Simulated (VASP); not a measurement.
Pt: single point with LDA

Crystal: Pt.

```xyz
1
Lattice="0.0000 1.9456 1.9456 1.9456 0.0000 1.9456 1.9456 1.9456 0.0000" Properties=species:S:1:pos:R:3 pbc="T T T"
Pt    0.0000    0.0000    0.0000
```

* Program: VASP 6.6.1
* Task: single point
* Functional: LDA
* Potentials or basis: VASP PAW LDA potentials, release 64 (Pt)
* Cutoff: 520 eV
* k mesh: 24 × 24 × 24
* Occupations: fermi-dirac, width 0.1 eV
* Spin: no spin polarisation

```json
{
  "Pressure": "1.8 GPa",
  "Band gap on the k mesh": "zero (band 5 reaches 12.13 eV, above the bottom of band 6 at 9.80 eV)"
}
```

Levels at points of the mesh, in eV from the Fermi level:
```csv
k point,band 3,band 4,band 5,band 6,band 7,band 8
"(0.00, 0.00, 0.00)",-3.97,-3.97,-1.70,-1.70,14.54,19.60
"(0.50, 0.00, 0.00)",-4.03,-0.59,0.04,0.04,6.01,14.12
"(0.50, 0.50, 0.00)",0.02,0.51,0.51,1.71,9.12,11.40
```

Run time: 21 s on 1 thread of Intel(R) Xeon(R) Platinum 8481C CPU @ 2.70GHz (Sapphire Rapids), on a shared host, peak memory 0.17 GiB.

Caveat: spin-orbit coupling is left out, which moves the levels of the heavy elements.
